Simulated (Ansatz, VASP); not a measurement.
**One calculation of TiO, two programs**

```
Ti O
1.0
     4.98909    0.00000    0.00000
    -2.49454    4.32068    0.00000
     0.00000    0.00000    2.87331
Ti O
3 3
Cartesian
  2.4945 1.4402 1.4367
  0.0000 2.8805 1.4367
  0.0000 0.0000 0.0000
  1.5106 2.6164 0.0000
  1.9679 0.0000 0.0000
  -0.9839 1.7043 0.0000
```

Alike in both runs: task single point; functional PBEsol; k mesh 12 × 12 × 12; no spin polarisation.

|  | VASP | Ansatz |
| --- | --- | --- |
| version | VASP 6.6.1 | Ansatz 0.2.0 |
| potentials or method | VASP PAW PBE potentials, release 64 (Ti_sv, O), cutoff 520 eV | scalar-relativistic, plane waves, PAW |
| occupations | methfessel-paxton of order 1, width 0.01 eV | cold, width 0.01 eV |
| valence electrons in the cell | 54 | 54 |

|  | VASP | Ansatz | Ansatz less VASP |
| --- | --- | --- | --- |
| gap on the k mesh at the Fermi level (eV) | none | none | - |
| pressure (GPa) | -5.0 | -5.8 | -0.73 |
| traceless stress, the component that is largest in VASP (GPa) | -1.33 | -1.26 | +0.069 |
| rms of the force components (eV/Å) | 0.007 | 0.011 | +0.0045 |

VASP's potentials were made for PBE, not for PBEsol. Atom by atom the forces differ by 0.005 eV/Å (rms over components). A gap of «none» marks a metal or a gap that the smearing closes.
